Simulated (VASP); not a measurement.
Runs of VASP 6.6.1 on Ta2As3. The structure is that of space group P-3m1 (No. 164), or close to it. The cells are those of the table. 

```tsv
task	cell	k mesh	cutoff (eV)	gap on the mesh (eV)	pressure (GPa)	largest force (eV/Å)
single point	a = 4.111, b = 4.111, c = 6.396 Å, angles 90.0, 90.0, 120.0°, 5 atoms	6 × 6 × 4	520	none	(a)	2.08
single point	a = 4.641, b = 4.641, c = 5.186 Å, angles 90.0, 90.0, 120.0°, 5 atoms	12 × 12 × 8	520	none	0.2	0.01
relaxation of cell and atoms	relaxed from a = 4.111, b = 4.111, c = 6.396 Å, angles 90.0, 90.0, 120.0°, 5 atoms	6 × 6 × 4	600	none	0.2	0.02
single point	a = 4.628, b = 4.628, c = 5.196 Å, angles 90.0, 90.0, 120.0°, 5 atoms	6 × 6 × 4	520	none	0.5	0.02
```

Alike in all rows: level PBE; potentials or basis VASP PAW PBE potentials, release 64 (Ta_pv, As); no spin polarisation; smearing gaussian 0.1 eV.

**Question.** Estimate the missing entries.

**Answer.** (a) 15.4.

Caveats: spin-orbit coupling is left out, which moves the levels of the heavy elements; forces of over 1 eV/Å act on the atoms, so gaps and moduli don't describe the material at rest (some runs).

A k mesh can miss the band edges, and the runs leave out spin-orbit coupling on As, Ta.

A gap of «none» marks levels without a gap at the run's occupations.
